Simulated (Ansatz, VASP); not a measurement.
## One calculation of AlN, two programs

File INCAR:

```
SYSTEM = AlN
PREC = Accurate ; ENCUT = 600
EDIFF = 1E-6 ; ISMEAR = 0
SIGMA = 0.1 ; LREAL = .FALSE.
LASPH = .TRUE. ; NELM = 120
ALGO = Normal ; ISIF = 2
LWAVE = .FALSE. ; LCHARG = .TRUE.
LELF = .TRUE. ; LVHAR = .TRUE.
NBANDS = 11 ; GGA_COMPAT = .FALSE.
```

The input KPOINTS:

```
regular mesh
0
G
  8 8 8
  0 0 0
```

The input POSCAR:

```
AlN
1.0
    0.0000000000      2.1839935600      2.1839935600
    2.1839935600      0.0000000000      2.1839935600
    2.1839935600      2.1839935600      0.0000000000
Al N
1 1
Direct
    0.0000000000      0.0000000000      0.0000000000
    0.2500000000      0.2500000000      0.2500000000
```

Input for Ansatz:

```yaml
crystal:
  lattice:
    - [0.0, 2.18399356, 2.18399356]
    - [2.18399356, 0.0, 2.18399356]
    - [2.18399356, 2.18399356, 0.0]
  atoms:
    - { symbol: Al, position: [0.0, 0.0, 0.0] }
    - { symbol: "N", position: [0.25, 0.25, 0.25] }
basis:
  ecutwfc: 420
kpoints:
  mp_grid: { grid: [8, 8, 8] }
hamiltonian:
  xc: lda
  pseudopotentials: { kind: paw }
scf:
  occupations: { method: gaussian, width: 0.1 }
output:
  forces: true
  stress: true
  eigenvalues: true
```

Alike in both runs: task single point; functional LDA; k mesh 8 × 8 × 8; occupations gaussian, width 0.1 eV; no spin polarisation.

|  | VASP | Ansatz |
| --- | --- | --- |
| version | VASP 6.6.1 | Ansatz 0.2.0 |
| potentials or method | VASP PAW LDA potentials, release 64 (Al, N), cutoff 600 eV | scalar-relativistic, plane waves, PAW |
| valence electrons in the cell | 8 | 8 |

VASP gave:

* gap on the k mesh at the Fermi level (eV): 3.22
* least direct gap on the mesh (eV): 4.23
* pressure (GPa): -3.1

Problem. Estimate Ansatz's values.

Solution. gap on the k mesh at the Fermi level (eV): 3.24; least direct gap on the mesh (eV): 4.23; pressure (GPa): -3.6.

LDA's correlation is that of Perdew and Zunger in VASP and of Perdew and Wang (1992) in Ansatz.
